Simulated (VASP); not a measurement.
LiMg5:

```
CELL_PARAMETERS angstrom
3.17287 0.00000 0.00000
-1.58644 2.74779 0.00000
0.00000 0.00000 15.11873
ATOMIC_POSITIONS crystal
Li 0.66667 0.33333 0.00000
Mg 0.00000 0.00000 0.83634
Mg 0.66667 0.33333 0.66780
Mg 0.00000 0.00000 0.50000
Mg 0.66667 0.33333 0.33220
Mg 0.00000 0.00000 0.16366
```

* Program: VASP 6.6.1
* Task: relaxation of cell and atoms
* Functional: LDA
* Potentials or basis: VASP PAW LDA potentials, release 64 (Li_sv, Mg)
* Cutoff: 600 eV
* k mesh: 9 × 9 × 2
* Occupations: fermi-dirac, width 0.05 eV
* Spin: no spin polarisation

At the start: pressure -1.6 GPa; volume 21.97 Å³/atom.

Question: How do energy, volume and symmetry change on relaxing?

Answer: Over 11 steps the energy falls by 6.3 meV/atom and the volume is 20.85 Å³/atom (-5.1 %); space group P-6m2 (No. 187, to 0.1 Å) before and after.

Step by step:
```
step  energy change (eV)  largest force (eV/Å)  pressure (GPa)  volume (Å³)
   1              0.0000                0.0565           -1.59       131.81
   2             -0.0293                0.0775           -0.59       127.69
   3             -0.0338                0.0900            0.02       125.51
   4             -0.0338                0.0907            0.05       125.39
   5             -0.0350                0.0755            0.04       125.36
   6             -0.0365                0.0319            0.03       125.28
   7             -0.0370                0.0307           -0.02       125.39
   8             -0.0374                0.0281           -0.10       125.60
   9             -0.0377                0.0173            0.04       125.09
  10             -0.0377                0.0167            0.04       125.06
  11             -0.0379                0.0066            0.02       125.12
```

Final structure:
```
Li Mg
1.0
     3.12876    0.00000    0.00000
    -1.56438    2.70959    0.00000
     0.00000    0.00000   14.75927
Li Mg
1 5
Direct
  0.66667 0.33333 0.00000
  0.00000 0.00000 0.83934
  0.66667 0.33333 0.66825
  0.00000 0.00000 0.50000
  0.66667 0.33333 0.33175
  0.00000 0.00000 0.16066
```

Caveat: the cutoff is under 1.25 times the usual one of these potentials, so pressure, stress and relaxed cells hold a basis-set (Pulay) error.
